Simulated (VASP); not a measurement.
**Si: single point with PBE**

Crystal: Si.

```
CELL_PARAMETERS angstrom
6.92339 0.00000 0.00000
-3.46170 5.99583 0.00000
0.00000 0.00000 3.85833
ATOMIC_POSITIONS crystal
Si 0.66667 0.33333 0.25000
Si 0.33333 0.66667 0.75000
Si 0.29710 0.38290 0.25000
Si 0.91420 0.29710 0.75000
Si 0.61710 0.91420 0.25000
Si 0.70290 0.61710 0.75000
Si 0.08580 0.70290 0.25000
Si 0.38290 0.08580 0.75000
```

```json
{"Program": "VASP 6.6.1", "Task": "single point", "Functional": "PBE", "Potentials or basis": "VASP PAW PBE potentials, release 64 (Si)", "Cutoff": "520 eV", "k mesh": "3 × 3 × 4", "Occupations": "gaussian, width 0.1 eV", "Spin": "no spin polarisation"}
```

```json
{
  "Pressure": "-9.2 GPa",
  "Largest force": "0.131 eV/Å",
  "Band gap on the k mesh": "zero (bands 16 and 17 overlap by 2.01 eV)"
}
```

Forces in eV/Å, atoms in the order of the input:
```
Si   0.000  0.000  0.000
Si   0.000  0.000  0.000
Si   0.117  0.058  0.000
Si   0.008  0.130  0.000
Si  -0.109  0.072  0.000
Si  -0.117 -0.058  0.000
Si  -0.008 -0.130  0.000
Si   0.109 -0.072  0.000
```

Stress tensor (GPa, compression positive):
```
-10.20   0.00   0.00
  0.00 -10.20   0.00
  0.00   0.00  -7.17
```

Levels at points of the mesh, in eV from the Fermi level:
```tsv
k point	band 12	band 13	band 14	band 15	band 16	band 17	band 18	band 19	band 20	band 21
(0.00, 0.00, 0.00)	-0.77	-0.58	-0.58	0.49	0.52	0.52	0.91	1.13	1.13	1.14
(0.00, 0.00, 0.50)	-4.63	-2.67	-2.67	1.37	1.37	1.37	1.37	1.90	1.90	2.24
```

Run time: 17 s on 1 thread of AMD EPYC 9R45 96-Core Processor (Zen 5), on a shared host, peak memory 0.23 GiB.

Caveat: the k points lie up to 0.41 Å⁻¹ apart, too coarse for converged energies and pressures of a metal.
